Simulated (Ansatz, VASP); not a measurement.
## CuI: VASP beside Ansatz

```
CELL_PARAMETERS angstrom
0.00000 2.95056 2.95056
2.95056 0.00000 2.95056
2.95056 2.95056 0.00000
ATOMIC_POSITIONS crystal
Cu 0.25000 0.25000 0.25000
I 0.00000 0.00000 0.00000
```

Alike in both runs: task single point; functional r2SCAN; k mesh 6 × 6 × 6; no spin polarisation.

|  | VASP | Ansatz |
| --- | --- | --- |
| version | VASP 6.6.1 | Ansatz 0.2.0 |
| potentials or method | VASP PAW PBE potentials, release 64 (Cu, I) | plane waves, PAW |
| plane-wave cutoff (eV) | 660 | 500 |
| occupations | gaussian, width 0.01 eV | fixed |
| valence electrons in the cell | 18 | 36 |

Ansatz gave:

| Item | Value |
| --- | --- |
| gap on the k mesh at the Fermi level (eV) | 1.86 |
| pressure (GPa) | 3.2 |

**Question.** What did VASP give for the same quantities?

**Answer.** gap on the k mesh at the Fermi level (eV): 1.87; pressure (GPa): 3.1.

VASP's potentials were made for PBE, not for r2SCAN. VASP's potentials hold 18 valence electrons a cell and Ansatz's 36, so a difference there can come from the potentials and not from the codes.

Neither program's run includes spin-orbit coupling.
